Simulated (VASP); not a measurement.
# TlAu2Cl3 (P6/mmm) in VASP: single point with PBE

Aim: the single point of TlAu2Cl3 with PBE.

Everything below comes from runs of VASP 6.6.1. Logs are shortened: lines on timing, memory, paths and dates and some standing lists are left out, and cuts for length are marked.

## Step 1: The cell of the first run

The structure is hexagonal, space group P6/mmm (No. 191). Conventional cell: a = 6.594 Å, b = 6.594 Å, c = 3.981 Å, α = 90.00°, β = 90.00°, γ = 120.00°. Within 5.0 Å of Tl (site symmetry 6/mmm) lie 6 Au at 3.81 Å and 12 Cl at 3.85 Å and 2 Tl at 3.98 Å. Within 3.6 Å of Au (site symmetry -6m2) lie 6 Cl at 2.75 Å. Within 3.6 Å of Cl (site symmetry mmm) lie 4 Au at 2.75 Å and 4 Cl at 3.30 Å.

## Step 2: Single point, PBE

INCAR

```
ALGO = Normal
EDIFF = 1E-7
ENCUT = 520
GGA = PE
ISIF = 2
ISMEAR = 0
LASPH = T
LCHARG = F
LREAL = F
LWAVE = F
NBANDS = 37
NELM = 100
PREC = Accurate
SIGMA = 0.1
```

KPOINTS

```
k-points
0
Gamma
  3 3 4
```

POSCAR

```
TlAu2Cl3
1.0
    6.5944814500      0.0000000000      0.0000000000
   -3.2972407300      5.7109884600      0.0000000000
    0.0000000000      0.0000000000      3.9805340600
Tl Au Cl
1 2 3
Direct
    0.0000000000      0.0000000000      0.0000000000
    0.3333333300      0.6666666700      0.0000000000
    0.6666666700      0.3333333300      0.0000000000
    0.5000000000      0.0000000000      0.5000000000
    0.5000000000      0.5000000000      0.5000000000
    0.0000000000      0.5000000000      0.5000000000
```

Potentials or basis: VASP PAW PBE potentials, release 64 (Tl_d, Au, Cl).

Run with:

```
$ cat potpaw_PBE.64/Tl_d/POTCAR potpaw_PBE.64/Au/POTCAR potpaw_PBE.64/Cl/POTCAR > POTCAR
$ mpirun -np 1 vasp_std > vasp.out
```

OUTCAR:

```text
EDIFF = 1E-7
   ENCUT = 520
   GGA = PE
   ISIF = 2
   ISMEAR = 0
   LASPH = T
   LREAL = F
   NELM = 100
   PREC = Accurate

 ion  position               nearest neighbor table
   1  0.000  0.000  0.000-   2 3.81   3 3.81   3 3.81   2 3.81   3 3.81   2 3.81
   2  0.333  0.667  0.000-   6 2.75   6 2.75   4 2.75   4 2.75   5 2.75   5 2.75   1 3.81   1 3.81
                             1 3.81
   3  0.667  0.333  0.000-   6 2.75   6 2.75   4 2.75   4 2.75   5 2.75   5 2.75   1 3.81   1 3.81
                             1 3.81
   4  0.500  0.000  0.500-   2 2.75   3 2.75   2 2.75   3 2.75
   5  0.500  0.500  0.500-   2 2.75   3 2.75   2 2.75   3 2.75
   6  0.000  0.500  0.500-   2 2.75   3 2.75   2 2.75   3 2.75

  LATTYP: Found a hexagonal cell.
 ALAT       =     6.5944814500
 C/A-ratio  =     0.6036159310

  Lattice vectors:

 A1 = (   6.5944814500,   0.0000000000,   0.0000000000)
 A2 = (  -3.2972407300,   5.7109884600,   0.0000000000)
 A3 = (   0.0000000000,   0.0000000000,   3.9805340600)

Analysis of symmetry for initial positions (statically):
=====================================================================
 Subroutine PRICEL returns:
 Original cell was already a primitive cell.

 Routine SETGRP: Setting up the symmetry group for a
 hexagonal supercell.

 Subroutine GETGRP returns: Found 24 space group operations
 (whereof 24 operations were pure point group operations)
 out of a pool of 24 trial point group operations.

The static configuration has the point symmetry D_6h.

Analysis of symmetry for dynamics (positions and initial velocities):
=====================================================================
 Subroutine PRICEL returns:
 Original cell was already a primitive cell.

 Routine SETGRP: Setting up the symmetry group for a
 hexagonal supercell.

 Subroutine GETGRP returns: Found 24 space group operations
 (whereof 24 operations were pure point group operations)
 out of a pool of 24 trial point group operations.

The dynamic configuration has the point symmetry D_6h.

 Subroutine INISYM returns: Found 24 space group operations
 (whereof 24 operations are pure point group operations),
 and found     1 'primitive' translations

----------------------------------------------------------------------------------------

                                     Primitive cell

  volume of cell :     149.9109

  direct lattice vectors                    reciprocal lattice vectors
     6.594481450  0.000000000  0.000000000     0.151641946  0.087550518  0.000000000
    -3.297240730  5.710988460  0.000000000     0.000000000  0.175101037  0.000000000
     0.000000000  0.000000000  3.980534060     0.000000000  0.000000000  0.251222571

  length of vectors
     6.594481450  6.594481452  3.980534060     0.175101037  0.175101037  0.251222571

  position of ions in fractional coordinates (direct lattice)
     0.000000000  0.000000000  0.000000000
     0.333333330  0.666666670  0.000000000
     0.666666670  0.333333330  0.000000000
     0.500000000  0.000000000  0.500000000
     0.500000000  0.500000000  0.500000000
     0.000000000  0.500000000  0.500000000

  ion indices of the primitive-cell ions
   primitive index   ion index
                 1           1
                 2           2
                 3           3
                 4           4
                 5           5
                 6           6

----------------------------------------------------------------------------------------

 KPOINTS: k-points

Automatic generation of k-mesh.
 Grid dimensions read from file:
 generate k-points for:    3    3    4

 Generating k-lattice:

  Cartesian coordinates                     Fractional coordinates (reciprocal lattice)
     0.050547315  0.029183506  0.000000000     0.333333333  0.000000000  0.000000000
     0.000000000  0.058367012  0.000000000     0.000000000  0.333333333  0.000000000
     0.000000000  0.000000000  0.062805643     0.000000000  0.000000000  0.250000000

  Length of vectors
     0.058367012  0.058367012  0.062805643

  Shift w.r.t. Gamma in fractional coordinates (k-lattice)
     0.000000000  0.000000000  0.000000000

 Subroutine IBZKPT returns following result:
 ===========================================

 Found      9 irreducible k-points:

 Following reciprocal coordinates:
            Coordinates               Weight
  0.000000  0.000000  0.000000      1.000000
  0.333333 -0.000000  0.000000      6.000000
  0.333333  0.333333  0.000000      2.000000
  0.000000  0.000000  0.250000      2.000000
  0.333333 -0.000000  0.250000     12.000000
  0.333333  0.333333  0.250000      4.000000
  0.000000  0.000000  0.500000      1.000000
  0.333333 -0.000000  0.500000      6.000000
  0.333333  0.333333  0.500000      2.000000
   k-points           NKPTS =      9   k-points in BZ     NKDIM =      9   number of bands    NBANDS=     37
   number of dos      NEDOS =    301   number of ions     NIONS =      6
   total plane-waves  NPLWV =  75000
   dimension x,y,z NGX =    50 NGY =   50 NGZ =   30
   dimension x,y,z NGXF=   100 NGYF=  100 NGZF=   60
   ions per type =               1   2   3
   NGX,Y,Z   is equivalent  to a cutoff of  12.60, 12.60, 12.53 a.u.
   NGXF,Y,Z  is equivalent  to a cutoff of  25.21, 25.21, 25.06 a.u.
 SYSTEM =  unknown system
   PREC   = accura    normal or accurate (medium, high low for compatibility)
   ISTART =      0    job   : 0-new  1-cont  2-samecut
   ICHARG =      2    charge: 1-file 2-atom 10-const
   ISPIN  =      1    spin polarized calculation?
   LNONCOLLINEAR =      F non collinear calculations
   LSORBIT =      F    spin-orbit coupling
   LASPH  =      T    aspherical Exc in radial PAW
   ENCUT  =  520.0 eV  38.22 Ry    6.18 a.u.  12.26 12.26  7.40*2*pi/ulx,y,z
   NELM   =    100;   NELMIN=  2; NELMDL= -5     # of ELM steps
   EDIFF  = 0.1E-06   stopping-criterion for ELM
   LREAL  =      F    real-space projection
   EDIFFG = 0.1E-05   stopping-criterion for IOM
   NSW    =      0    number of steps for IOM
   IBRION =     -1    ionic relax: 0-MD 1-quasi-New 2-CG
   NFREE  =      0    steps in history (QN), initial steepest desc. (CG)
   ISIF   =      2    stress and relaxation
   ISYM   =      2    0-nonsym 1-usesym 2-fastsym
   POTIM  = 0.5000    time-step for ionic-motion
   TEBEG  =    0.0;   TEEND  =   0.0 temperature during run
   PSTRESS=    0.0 pullay stress
   NELECT =      56.0000    total number of electrons
   NUPDOWN=      -1.0000    fix difference up-down
   EMIN   =  10.00;   EMAX   =-10.00  energy-range for DOS
   EFERMI =   0.00;   METHOD = LEGACY
   ISMEAR =     0;   SIGMA  =   0.10  broadening in eV -4-tet -1-fermi 0-gaus
   EFERMI_NEDOS =   21; number of points for ismear=-14 and -15
   IALGO  =     38    algorithm
   IMIX   =      4    mixing-type and parameters
     AMIX     =   0.40;   BMIX     =  1.00
     AMIX_MAG =   1.60;   BMIX_MAG =  1.00
  volume/ion in A,a.u.               =      24.99       168.61
  Fermi-wavevector in a.u.,A,eV,Ry     =   1.179034  2.228052 18.913754  1.390122
  Thomas-Fermi vector in A             =   2.315352
   LORBIT       =      0    0 simple, 1 ext, 2 COOP (PROOUT), +10 PAW based schemes
   GGA     = PE    functional components
   LHFCALC =     F    Hartree Fock is set to
   AEXX    =    0.0000 exact exchange contribution
   IVDW    =     0    specifies the selected vdW correction
   LEPSILON=     F    determine dielectric tensor
   LRPA    =     F    only Hartree local field effects (RPA)
 non-spin polarized calculation
 Gauss-broadening in eV      SIGMA  =   0.10
  energy-cutoff  :      520.00
  volume of cell :      149.91
 maximum number of plane-waves:      4059
 NGX is ok and might be reduce to    50
   NGX = 25   NGY = 25   NGZ = 15

 number of electron      56.0000005 magnetization

 Free energy of the ion-electron system (eV)
  ---------------------------------------------------
  ext. energy  EPLUGINS =         0.00000000
  ---------------------------------------------------
  free energy    TOTEN  =       -14.65368858 eV

  energy without entropy =      -14.64265822  energy(sigma->0) =      -14.64817340

 E-fermi :   4.1782     XC(G=0):  -9.4968

 val. band max:        4.1216725715   @ k =   0.3333   0.3333   0.5000
 cond. band min:       4.3833015600   @ k =   0.0000   0.0000   0.5000
 fundamental gap:      0.2616289885
 Fermi energy:         4.1781660249

 k-point     1 :       0.0000    0.0000    0.0000
  band No.  band energies     occupation
      1     -11.6180      2.00000
      2     -10.8111      2.00000
      3     -10.8111      2.00000
      4      -7.8045      2.00000
      5      -7.6631      2.00000
      6      -7.6631      2.00000
[... 29 lines left out ...]
     36      10.7751      0.00000
     37      11.7592      0.00000

 k-point     2 :       0.3333   -0.0000    0.0000
  band No.  band energies     occupation
      1     -11.4647      2.00000
      2     -11.0059      2.00000
      3     -10.8123      2.00000
      4      -7.8040      2.00000
      5      -7.6636      2.00000
      6      -7.6633      2.00000
[... 29 lines left out ...]
     36      11.7048      0.00000
     37      11.7747      0.00000

 k-point     3 :       0.3333    0.3333    0.0000
  band No.  band energies     occupation
      1     -11.2434      2.00000
      2     -11.2434      2.00000
      3     -10.8169      2.00000
      4      -7.8038      2.00000
      5      -7.6636      2.00000
      6      -7.6636      2.00000
[... 29 lines left out ...]
     36      11.8250      0.00000
     37      12.3881      0.00000

 k-point     4 :       0.0000    0.0000    0.2500
  band No.  band energies     occupation
      1     -11.4835      2.00000
      2     -10.7896      2.00000
      3     -10.7896      2.00000
      4      -7.7324      2.00000
      5      -7.6890      2.00000
      6      -7.6890      2.00000
[... 29 lines left out ...]
     36      12.0335      0.00000
     37      12.7251      0.00000

 k-point     5 :       0.3333   -0.0000    0.2500
  band No.  band energies     occupation
      1     -11.3501      2.00000
      2     -10.9540      2.00000
      3     -10.7922      2.00000
      4      -7.7315      2.00000
      5      -7.6872      2.00000
      6      -7.6849      2.00000
[... 29 lines left out ...]
     36      10.8459      0.00000
     37      12.0711      0.00000

 k-point     6 :       0.3333    0.3333    0.2500
  band No.  band energies     occupation
      1     -11.1586      2.00000
      2     -11.1586      2.00000
      3     -10.7959      2.00000
      4      -7.7310      2.00000
      5      -7.6848      2.00000
      6      -7.6848      2.00000
[... 29 lines left out ...]
     36      10.9960      0.00000
     37      12.0712      0.00000

 k-point     7 :       0.0000    0.0000    0.5000
  band No.  band energies     occupation
      1     -11.3392      2.00000
      2     -10.7679      2.00000
      3     -10.7679      2.00000
      4      -7.7145      2.00000
      5      -7.7145      2.00000
      6      -7.6613      2.00000
[... 29 lines left out ...]
     36      11.8149      0.00000
     37      12.6821      0.00000

 k-point     8 :       0.3333   -0.0000    0.5000
  band No.  band energies     occupation
      1     -11.2291      2.00000
      2     -10.9012      2.00000
      3     -10.7720      2.00000
      4      -7.7107      2.00000
      5      -7.7055      2.00000
      6      -7.6596      2.00000
[... 29 lines left out ...]
     36      11.1677      0.00000
     37      11.4428      0.00000

 k-point     9 :       0.3333    0.3333    0.5000
  band No.  band energies     occupation
      1     -11.0706      2.00000
      2     -11.0706      2.00000
      3     -10.7747      2.00000
      4      -7.7050      2.00000
      5      -7.7050      2.00000
      6      -7.6587      2.00000
[... 29 lines left out ...]
     36      11.3901      0.00000
     37      11.6563      0.00000

------------------------ aborting loop because EDIFF is reached ----------------------------------------

  FORCE on cell =-STRESS in cart. coord.  units (eV):
  Direction    XX          YY          ZZ          XY          YZ          ZX
  --------------------------------------------------------------------------------------
  -------------------------------------------------------------------------------------
  Total        1.6285035      1.6285035     -0.7608087     -0.0000000     -0.0000000      0.0000000
  in kB       17.4046787     17.4046787     -8.1311655     -0.0000000     -0.0000000      0.0000000
  external PRESSURE =       8.8927306 kB  Pullay stress =       0.0000000 kB

 VOLUME and BASIS-vectors are now :
 -----------------------------------------------------------------------------
  energy-cutoff  :      520.00
  volume of cell :      149.91
      direct lattice vectors                 reciprocal lattice vectors
     6.594481450  0.000000000  0.000000000     0.151641946  0.087550518  0.000000000
    -3.297240730  5.710988460  0.000000000     0.000000000  0.175101037  0.000000000
     0.000000000  0.000000000  3.980534060     0.000000000  0.000000000  0.251222571

 POSITION                                       TOTAL-FORCE (eV/Angst)
 -----------------------------------------------------------------------------------
      0.00000      0.00000      0.00000         0.000000     -0.000000      0.000000
     -0.00000      3.80733      0.00000        -0.000000     -0.000000      0.000000
      3.29724      1.90366      0.00000         0.000000      0.000000      0.000000
      3.29724      0.00000      1.99027         0.000000     -0.000000      0.000000
      1.64862      2.85549      1.99027         0.000000     -0.000000      0.000000
     -1.64862      2.85549      1.99027         0.000000     -0.000000      0.000000
 -----------------------------------------------------------------------------------
    total drift:                               -0.000000      0.000000      0.000000

  FREE ENERGIE OF THE ION-ELECTRON SYSTEM (eV)
  ---------------------------------------------------
  free  energy   TOTEN  =       -14.6536885833 eV

  energy  without entropy=      -14.6426582240  energy(sigma->0) =      -14.64817340
```

Wall time 30 s (1 thread of Intel Xeon Platinum 8559C (Emerald Rapids), shared host); peak memory 0.27 GiB.

Results:

* Free energy: -14.6537 eV
* Pressure: 0.9 GPa
* Band gap on the k mesh: zero (band 28 reaches 4.12 eV, above the bottom of band 29 at 3.91 eV)

Caveat: the k points lie up to 0.39 Å⁻¹ apart; spin-orbit coupling is left out, which moves the levels of the heavy elements.
